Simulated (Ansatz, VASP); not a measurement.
# Two plane-wave programs on La2GaP3

```
CELL_PARAMETERS angstrom
-2.05663 2.05663 8.46552
2.05663 -2.05663 8.46552
2.05663 2.05663 -8.46552
ATOMIC_POSITIONS crystal
La 0.83750 0.83750 0.00000
La 0.16250 0.16250 0.00000
P 0.66059 0.66059 0.00000
P 0.00000 0.00000 0.00000
P 0.33941 0.33941 0.00000
Ga 0.50000 0.50000 0.00000
```

Alike in both runs: task single point; functional PBE; k mesh 8 × 8 × 8; occupations fermi-dirac, width 0.02 eV; no spin polarisation.

|  | VASP | Ansatz |
| --- | --- | --- |
| version | VASP 6.6.1 | Ansatz 0.2.0 |
| potentials or method | VASP PAW PBE potentials, release 64 (La, P, Ga_d) | plane waves, PAW |
| plane-wave cutoff (eV) | 520 | 420 |
| valence electrons in the cell | 50 | 50 |

|  | VASP | Ansatz | Ansatz less VASP |
| --- | --- | --- | --- |
| pressure (GPa) | 4.4 | 4.5 | +0.10 |
| rms of the force components (eV/Å) | 0.055 | 0.055 | +0.0004 |

Spin-orbit coupling is off throughout.
